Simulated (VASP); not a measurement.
# MnSi (WC type) (P-6m2) in VASP: notebook

The runs below take MnSi (WC type) through single point, relaxation of cell and atoms, with LDA.

All numbers are computed with VASP 6.6.1; they aren't measurements. Logs are shortened: lines on timing, memory, paths and dates and some standing lists are left out, and cuts for length are marked.

### 1 The cell of the first run

It takes space group P-6m2 (No. 187, hexagonal). The conventional cell has a = 2.359 Å, b = 2.359 Å, c = 3.291 Å, α = 90.00°, β = 90.00°, γ = 120.00°. Within 2.8 Å of Mn (site symmetry -6m2) lie 6 Si at 2.14 Å and 6 Mn at 2.36 Å. Si (site symmetry -6m2) has 6 Mn at 2.14 Å and 6 Si at 2.36 Å within 2.8 Å.

### 2 Single point, LDA, collinear spin, ferromagnetic start

File INCAR:

```
SYSTEM = MnSi
PREC = Accurate ; ENCUT = 520
EDIFF = 1E-6 ; ISMEAR = -1
SIGMA = 0.1 ; LREAL = .FALSE.
LASPH = .TRUE. ; NELM = 150
ALGO = Normal ; ISIF = 2
LWAVE = .FALSE. ; LCHARG = .FALSE.
ISPIN = 2 ; MAGMOM = 3 0
LORBIT = 11 ; LMAXMIX = 4
NBANDS = 20
```

File KPOINTS:

```
regular mesh
0
G
  16 16 14
  0 0 0
```

File POSCAR:

```
MnSi
1.0
    2.3587699552      0.0000000000      0.0000000000
   -1.1793849776      2.0427547029      0.0000000000
    0.0000000000      0.0000000000      3.2905325144
Mn Si
1 1
Direct
    0.0000000000      0.0000000000      0.0000000000
    0.3333333333      0.6666666667      0.5000000000
```

Potentials or basis: VASP PAW LDA potentials, release 64 (Mn_pv, Si).

On the command line:

```console
> cat potpaw_LDA.64/Mn_pv/POTCAR potpaw_LDA.64/Si/POTCAR > POTCAR
> mpirun -np 1 vasp_std > vasp.out
```

OUTCAR:

```text
SYSTEM = MnSi
   PREC = Accurate
   ENCUT = 520
   EDIFF = 1E-6
   ISMEAR = -1
   LREAL = .FALSE.
   LASPH = .TRUE.
   NELM = 150
   ISIF = 2
   ISPIN = 2
   LORBIT = 11

 ion  position               nearest neighbor table
   1  0.000  0.000  0.000-   2 2.14   2 2.14   2 2.14   2 2.14   2 2.14   2 2.14
   2  0.333  0.667  0.500-   1 2.14   1 2.14   1 2.14   1 2.14   1 2.14   1 2.14

  LATTYP: Found a hexagonal cell.
 ALAT       =     2.3587699552
 C/A-ratio  =     1.3950205306

  Lattice vectors:

 A1 = (   2.3587699552,   0.0000000000,   0.0000000000)
 A2 = (  -1.1793849776,   2.0427547029,   0.0000000000)
 A3 = (   0.0000000000,   0.0000000000,   3.2905325144)

Analysis of symmetry for initial positions (statically):
=====================================================================
 Subroutine PRICEL returns:
 Original cell was already a primitive cell.

 Routine SETGRP: Setting up the symmetry group for a
 hexagonal supercell.

 Subroutine GETGRP returns: Found 12 space group operations
 (whereof 12 operations were pure point group operations)
 out of a pool of 24 trial point group operations.

The static configuration has the point symmetry D_3h.

Analysis of symmetry for dynamics (positions and initial velocities):
=====================================================================
 Subroutine PRICEL returns:
 Original cell was already a primitive cell.

 Routine SETGRP: Setting up the symmetry group for a
 hexagonal supercell.

 Subroutine GETGRP returns: Found 12 space group operations
 (whereof 12 operations were pure point group operations)
 out of a pool of 24 trial point group operations.

The dynamic configuration has the point symmetry D_3h.

Analysis of structural, dynamic, and magnetic symmetry:
=====================================================================
 Subroutine PRICEL returns:
 Original cell was already a primitive cell.

 Routine SETGRP: Setting up the symmetry group for a
 hexagonal supercell.

 Subroutine GETGRP returns: Found 12 space group operations
 (whereof 12 operations were pure point group operations)
 out of a pool of 24 trial point group operations.

The overall configuration has the point symmetry D_3h.

 Subroutine INISYM returns: Found 12 space group operations
 (whereof 12 operations are pure point group operations),
 and found     1 'primitive' translations

----------------------------------------------------------------------------------------

                                     Primitive cell

  volume of cell :      15.8551

  direct lattice vectors                    reciprocal lattice vectors
     2.358769955  0.000000000  0.000000000     0.423949778  0.244767519  0.000000000
    -1.179384978  2.042754703  0.000000000     0.000000000  0.489535037  0.000000000
     0.000000000  0.000000000  3.290532514     0.000000000  0.000000000  0.303902179

  length of vectors
     2.358769955  2.358769955  3.290532514     0.489535037  0.489535037  0.303902179

  position of ions in fractional coordinates (direct lattice)
     0.000000000  0.000000000  0.000000000
     0.333333333  0.666666667  0.500000000

  ion indices of the primitive-cell ions
   primitive index   ion index
                 1           1
                 2           2

----------------------------------------------------------------------------------------

 KPOINTS: regular mesh

Automatic generation of k-mesh.
 Grid dimensions read from file:
 generate k-points for:   16   16   14

 Generating k-lattice:

  Cartesian coordinates                     Fractional coordinates (reciprocal lattice)
     0.026496861  0.015297970  0.000000000     0.062500000 -0.000000000  0.000000000
     0.000000000  0.030595940  0.000000000     0.000000000  0.062500000  0.000000000
     0.000000000  0.000000000  0.021707298     0.000000000  0.000000000  0.071428571

  Length of vectors
     0.030595940  0.030595940  0.021707298

  Shift w.r.t. Gamma in fractional coordinates (k-lattice)
     0.000000000  0.000000000  0.000000000

 Subroutine IBZKPT returns following result:
 ===========================================

 Found    240 irreducible k-points:

 Following reciprocal coordinates:
            Coordinates               Weight
  0.000000  0.000000  0.000000      1.000000
  0.062500 -0.000000  0.000000      6.000000
  0.125000 -0.000000  0.000000      6.000000
  0.187500 -0.000000  0.000000      6.000000
  0.250000 -0.000000  0.000000      6.000000
  0.312500  0.000000  0.000000      6.000000
[... 16 lines left out ...]
  0.187500  0.187500  0.000000      6.000000
  0.250000  0.187500  0.000000     12.000000
 [... further k-points ...]
   k-points           NKPTS =    240   k-points in BZ     NKDIM =    240   number of bands    NBANDS=     20
   number of dos      NEDOS =    301   number of ions     NIONS =      2
   total plane-waves  NPLWV =   7776
   dimension x,y,z NGX =    18 NGY =   18 NGZ =   24
   dimension x,y,z NGXF=    36 NGYF=   36 NGZF=   48
[... 28 lines left out ...]
   ISMEAR =    -1;   SIGMA  =   0.10  broadening in eV -4-tet -1-fermi 0-gaus
   EFERMI_NEDOS =   21; number of points for ismear=-14 and -15
   IALGO  =     38    algorithm
   IMIX   =      4    mixing-type and parameters
     AMIX     =   0.40;   BMIX     =  1.00
     AMIX_MAG =   1.60;   BMIX_MAG =  1.00
  volume/ion in A,a.u.               =       7.93        53.50
  Fermi-wavevector in a.u.,A,eV,Ry     =   1.675593  3.166411 38.199868  2.807611
  Thomas-Fermi vector in A             =   2.760185
   LORBIT       =     11    0 simple, 1 ext, 2 COOP (PROOUT), +10 PAW based schemes
   GGA     = CA    functional components
   LHFCALC =     F    Hartree Fock is set to
   AEXX    =    0.0000 exact exchange contribution
   IVDW    =     0    specifies the selected vdW correction
   LEPSILON=     F    determine dielectric tensor
   LRPA    =     F    only Hartree local field effects (RPA)
 spin polarized calculation
  energy-cutoff  :      520.00
  volume of cell :       15.86
 maximum number of plane-waves:       444
 NGX is ok and might be reduce to    18
   NGX =  9   NGY =  9   NGZ = 13

 number of electron      16.9999985 magnetization       0.0024362

 number of electron      16.9999985 magnetization      -0.0003888

 Free energy of the ion-electron system (eV)
  ---------------------------------------------------
  ext. energy  EPLUGINS =         0.00000000
  ---------------------------------------------------
  free energy    TOTEN  =       -14.75644258 eV

  energy without entropy =      -14.71708553  energy(sigma->0) =      -14.73676405

 E-fermi :  17.4432     XC(G=0): -15.0536

 val. band max:       17.4428916840   @ k =   0.1250   0.0625   0.1429
 cond. band min:      17.4433740271   @ k =   0.1250   0.0625   0.1429
 fundamental gap:      0.0004823432
 Fermi energy:        17.4432458793

 spin component 1

 k-point     1 :       0.0000    0.0000    0.0000
  band No.  band energies     occupation
      1     -30.0656      1.00000
      2     -29.6115      1.00000
      3     -29.6115      1.00000
      4       1.0351      1.00000
      5      11.8205      1.00000
      6      14.3374      1.00000
[... 12 lines left out ...]
     19      40.5062      0.00000
     20      46.2425      0.00000
[... 507 lines left out ...]
 k-point    24 :       0.2500    0.1875    0.0000
  band No.  band energies     occupation
      1     -30.4230      1.00000
      2     -29.9488      1.00000
      3     -29.8990      1.00000
      4       5.8168      1.00000
      5      12.4181      1.00000
      6      12.5597      1.00000
[... 12 lines left out ...]
     19      43.1369      0.00000
     20      48.3964      0.00000

 [... further k-points ...]

 spin component 2

 k-point     1 :       0.0000    0.0000    0.0000
  band No.  band energies     occupation
      1     -30.0662      1.00000
      2     -29.6120      1.00000
      3     -29.6120      1.00000
      4       1.0351      1.00000
      5      11.8204      1.00000
      6      14.3375      1.00000
[... 12 lines left out ...]
     19      40.5062      0.00000
     20      46.2427      0.00000
[... 507 lines left out ...]
 k-point    24 :       0.2500    0.1875    0.0000
  band No.  band energies     occupation
      1     -30.4235      1.00000
      2     -29.9492      1.00000
      3     -29.8995      1.00000
      4       5.8167      1.00000
      5      12.4179      1.00000
      6      12.5596      1.00000
[... 12 lines left out ...]
     19      43.1368      0.00000
     20      48.3490      0.00000

 [... further k-points ...]

------------------------ aborting loop because EDIFF is reached ----------------------------------------

  FORCE on cell =-STRESS in cart. coord.  units (eV):
  Direction    XX          YY          ZZ          XY          YZ          ZX
  --------------------------------------------------------------------------------------
  -------------------------------------------------------------------------------------
  Total       15.0446311     15.0446311     15.1003194      0.0000000      0.0000000      0.0000000
  in kB     1520.2819275   1520.2819275   1525.9093137      0.0000000      0.0000000      0.0000000
  external PRESSURE =    1522.1577229 kB  Pullay stress =       0.0000000 kB

 VOLUME and BASIS-vectors are now :
 -----------------------------------------------------------------------------
  energy-cutoff  :      520.00
  volume of cell :       15.86
      direct lattice vectors                 reciprocal lattice vectors
     2.358769955  0.000000000  0.000000000     0.423949778  0.244767519  0.000000000
    -1.179384978  2.042754703  0.000000000     0.000000000  0.489535037  0.000000000
     0.000000000  0.000000000  3.290532514     0.000000000  0.000000000  0.303902179

 POSITION                                       TOTAL-FORCE (eV/Angst)
 -----------------------------------------------------------------------------------
      0.00000      0.00000      0.00000         0.000000      0.000000      0.000000
     -0.00000      1.36184      1.64527        -0.000000      0.000000      0.000000
 -----------------------------------------------------------------------------------
    total drift:                                0.000000     -0.000000      0.000000

  FREE ENERGIE OF THE ION-ELECTRON SYSTEM (eV)
  ---------------------------------------------------
  free  energy   TOTEN  =       -14.7564425768 eV

  energy  without entropy=      -14.7170855262  energy(sigma->0) =      -14.73676405

 total charge

# of ion       s       p       d       tot
------------------------------------------
    1        0.501   6.668   5.880  13.049
    2        0.805   1.201   0.000   2.006
--------------------------------------------------
tot          1.306   7.869   5.880  15.055

 magnetization (x)

# of ion       s       p       d       tot
------------------------------------------
    1        0.000   0.000  -0.000  -0.000
    2        0.000   0.000   0.000   0.000
--------------------------------------------------
tot          0.000   0.000  -0.000  -0.000
```

It took 62 s on 1 thread of AMD EPYC 9R45 (Zen 5), shared host; peak memory 0.18 GiB.

Results:

```
Free energy                                           : -14.7564 eV
Pressure                                              : 152.2 GPa
Net moment                                            : 0.00 μB per cell
Valence electrons inside the program's atomic spheres : Mn 13.05; Si 2.01
```

Levels at points of the mesh, in eV from the Fermi level:
Spin up:
| k point | band 6 | band 7 | band 8 | band 9 | band 10 | band 11 |
| --- | --- | --- | --- | --- | --- | --- |
| (0.00, 0.00, 0.00) | -3.11 | -1.69 | -1.69 | 0.44 | 0.44 | 6.47 |
| (0.50, 0.00, 0.00) | -5.58 | -4.92 | -0.65 | 2.15 | 3.83 | 5.17 |
| (0.00, 0.00, 0.50) | -2.67 | -1.63 | -1.63 | 0.01 | 0.01 | 10.48 |
| (0.50, 0.00, 0.50) | -5.89 | -1.49 | -1.37 | -1.20 | 2.15 | 3.16 |
Spin down:
```csv
k point,band 6,band 7,band 8,band 9,band 10,band 11
"(0.00, 0.00, 0.00)",-3.11,-1.69,-1.69,0.44,0.44,6.47
"(0.50, 0.00, 0.00)",-5.58,-4.92,-0.65,2.14,3.82,5.17
"(0.00, 0.00, 0.50)",-2.67,-1.63,-1.63,0.01,0.01,10.48
"(0.50, 0.00, 0.50)",-5.89,-1.49,-1.37,-1.20,2.15,3.16
```

Caveat: the starting moments collapsed, and a magnetic state may lie lower.

### 3 Relaxation of cell and atoms, LDA, collinear spin, ferromagnetic start, target pressure 150 GPa, at which the enthalpy is minimised

This run uses another cell than the first one, of 8.30 Å³/atom, 1.047 times its volume.

File INCAR:

```
SYSTEM = MnSi
ALGO = Normal
EDIFF = 1E-6
EDIFFG = -0.005
ENCUT = 600
IBRION = 2
ISIF = 3
ISMEAR = -1
ISPIN = 2
LASPH = .TRUE.
LCHARG = .FALSE.
LMAXMIX = 4
LORBIT = 11
LREAL = .FALSE.
LWAVE = .FALSE.
MAGMOM = 3 0
NELM = 150
NSW = 60
PREC = Accurate
PSTRESS = 1500.0
SIGMA = 0.1
```

File KPOINTS:

```
k-points
0
G
  16 16 14
  0 0 0
```

File POSCAR:

```
MnSi
1.0
    2.6946248444      0.0000000000      0.0000000000
   -1.3473124222      2.3336135690      0.0000000000
    0.0000000000      0.0000000000      2.6407323476
Mn Si
1 1
Direct
    0.0000000000      0.0000000000      0.0000000000
    0.3333333333      0.6666666667      0.5000000000
```

Potentials or basis: VASP PAW LDA potentials, release 64 (Mn_pv, Si).

On the command line:

```console
> cat potpaw_LDA.64/Mn_pv/POTCAR potpaw_LDA.64/Si/POTCAR > POTCAR
> mpirun -np 1 vasp_std > vasp.out
```

Run time: 8.6 min. Hardware: 1 thread of AMD EPYC 9R45 (Zen 5), shared host; peak memory 0.22 GiB.

The run converged. Its results:

```
Free energy                                            : -14.7961 eV
Relaxed volume                                         : 7.95 Å³/atom
Relaxed cell                                           : a = 2.361 Å, b = 2.361 Å, c = 3.292 Å, α = 90.00°, β = 90.00°, γ = 120.00°
Space group after relaxing (to 0.05 Å)                 : P-6m2 (No. 187)
Energy change on relaxing (the enthalpy is what falls) : -153.8 meV/atom
Ionic steps                                            : 13
Pressure after relaxing                                : 149.9 GPa
Net moment                                             : 0.00 μB per cell
Valence electrons inside the program's atomic spheres  : Mn 13.04; Si 2.00
```

Stress tensor (GPa, compression positive):
```
149.90   0.00   0.00
  0.00 149.90   0.00
  0.00   0.00 149.99
```

The path:
```csv
step,energy change (eV),largest force (eV/Å),pressure (GPa),volume (Å³)
1,0.0000,0.0000,146.15,16.61
2,0.0771,0.0000,161.20,15.99
3,4.2748,0.0000,335.22,13.36
4,0.2306,0.0000,176.22,15.56
5,1.2922,0.0000,228.31,14.56
6,0.5866,0.0000,197.61,15.09
7,-0.2623,0.0000,148.43,15.88
8,-0.0731,0.0000,160.62,15.67
9,-0.1929,0.0000,155.40,15.78
10,-0.2770,0.0000,151.61,15.87
11,-0.2807,0.0000,151.45,15.87
12,-0.3057,0.0000,150.02,15.90
13,-0.3075,0.0000,149.93,15.90
```

Final structure:
```yaml
crystal:
  lattice:
    - [2.36136, 0.00000, 0.00000]
    - [-1.18068, 2.04500, 0.00000]
    - [0.00000, 0.00000, 3.29231]
  atoms:
    - { symbol: Mn, position: [0.00000, 0.00000, 0.00000] }
    - { symbol: Si, position: [0.33333, 0.66667, 0.50000] }
```

Levels at points of the mesh, in eV from the Fermi level:
Spin up:
| k point | band 5 | band 6 | band 7 | band 8 | band 9 | band 10 | band 11 | band 12 |
| --- | --- | --- | --- | --- | --- | --- | --- | --- |
| (0.00, 0.00, 0.00) | -5.61 | -3.10 | -1.68 | -1.68 | 0.44 | 0.44 | 6.46 | 13.66 |
| (0.50, 0.00, 0.00) | -7.43 | -5.56 | -4.90 | -0.65 | 2.13 | 3.81 | 5.17 | 7.40 |
| (0.00, 0.00, 0.50) | -9.65 | -2.65 | -1.62 | -1.62 | 0.01 | 0.01 | 10.49 | 14.63 |
| (0.50, 0.00, 0.50) | -6.52 | -5.87 | -1.49 | -1.37 | -1.19 | 2.14 | 3.16 | 7.28 |
Spin down:
```tsv
k point	band 5	band 6	band 7	band 8	band 9	band 10	band 11	band 12
(0.00, 0.00, 0.00)	-5.61	-3.10	-1.68	-1.68	0.44	0.44	6.46	13.66
(0.50, 0.00, 0.00)	-7.43	-5.56	-4.90	-0.65	2.13	3.81	5.17	7.40
(0.00, 0.00, 0.50)	-9.65	-2.65	-1.62	-1.62	0.01	0.01	10.49	14.63
(0.50, 0.00, 0.50)	-6.52	-5.87	-1.49	-1.37	-1.19	2.14	3.16	7.28
```

Caveat: the starting moments collapsed, and a magnetic state may lie lower; the cell is relaxed towards a set pressure, so the enthalpy falls and the energy may rise.

### 4 Single point, LDA, collinear spin, ferromagnetic start

File INCAR:

```
SYSTEM = MnSi
ALGO     = Normal         ! electronic algorithm
EDIFF    = 1E-6           ! SCF threshold, eV
ENCUT    = 520            ! plane-wave cutoff, eV
GGA      = CA             ! functional
ISIF     = 2              ! what is computed and relaxed
ISMEAR   = -1             ! smearing method
ISPIN    = 2              ! spin polarisation
LASPH    = .TRUE.         ! aspherical terms in the spheres
LCHARG   = .FALSE.        ! write CHGCAR
LMAXMIX  = 4              ! l up to which the mixer works
LORBIT   = 11             ! projections on sites
LREAL    = .FALSE.        ! projectors in reciprocal space
LWAVE    = .FALSE.        ! write WAVECAR
MAGMOM   = 3 0            ! initial moments
NBANDS   = 20             ! bands
NELM     = 150            ! most SCF steps
PREC     = Accurate       ! precision mode
SIGMA    = 0.1            ! smearing width, eV
```

KPOINTS is that of step 3.

File POSCAR:

```
MnSi
1.0
    2.3587699552      0.0000000000      0.0000000000
   -1.1793849776      2.0427547029      0.0000000000
    0.0000000000      0.0000000000      3.2905325144
Mn Si
1 1
Direct
    0.0000000000      0.0000000000      0.0000000000
    0.3333333333      0.6666666667      0.5000000000
```

On the command line:

```console
> cat potpaw_LDA.64/Mn_pv/POTCAR potpaw_LDA.64/Si/POTCAR > POTCAR
> mpirun -np 1 vasp_std > vasp.out
```

It took 46 s on 1 thread of Intel Xeon 6975P-C (Granite Rapids), shared host; peak memory 0.21 GiB.

The run converged. Its results:

```yaml
Free_energy: -14.7564 eV
Pressure: 152.2 GPa
Net_moment: 0.00 μB per cell
Valence_electrons_inside_the_program's_atomic_spheres: Mn 13.05; Si 2.01
```

Stress tensor (GPa, compression positive):
```
152.03   0.00   0.00
  0.00 152.03   0.00
  0.00   0.00 152.59
```

Levels at points of the mesh, in eV from the Fermi level:
Spin up:
| k point | band 6 | band 7 | band 8 | band 9 | band 10 | band 11 |
| --- | --- | --- | --- | --- | --- | --- |
| (0.00, 0.00, 0.00) | -3.11 | -1.69 | -1.69 | 0.44 | 0.44 | 6.47 |
| (0.50, 0.00, 0.00) | -5.58 | -4.92 | -0.65 | 2.15 | 3.83 | 5.17 |
| (0.00, 0.00, 0.50) | -2.67 | -1.63 | -1.63 | 0.01 | 0.01 | 10.48 |
| (0.50, 0.00, 0.50) | -5.89 | -1.49 | -1.37 | -1.20 | 2.15 | 3.16 |
Spin down:
```tsv
k point	band 4	band 5	band 6	band 7	band 8	band 9	band 10	band 11	band 12	band 13
(0.00, 0.00, 0.00)	-16.41	-5.62	-3.11	-1.69	-1.69	0.44	0.44	6.47	13.68	13.68
(0.50, 0.00, 0.00)	-9.50	-7.43	-5.58	-4.92	-0.65	2.14	3.82	5.17	7.42	7.42
(0.00, 0.00, 0.50)	-14.31	-9.66	-2.67	-1.63	-1.63	0.01	0.01	10.48	14.65	14.65
(0.50, 0.00, 0.50)	-9.50	-6.53	-5.89	-1.49	-1.37	-1.20	2.15	3.16	7.30	9.86
```

Caveat: the starting moments collapsed, and a magnetic state may lie lower.
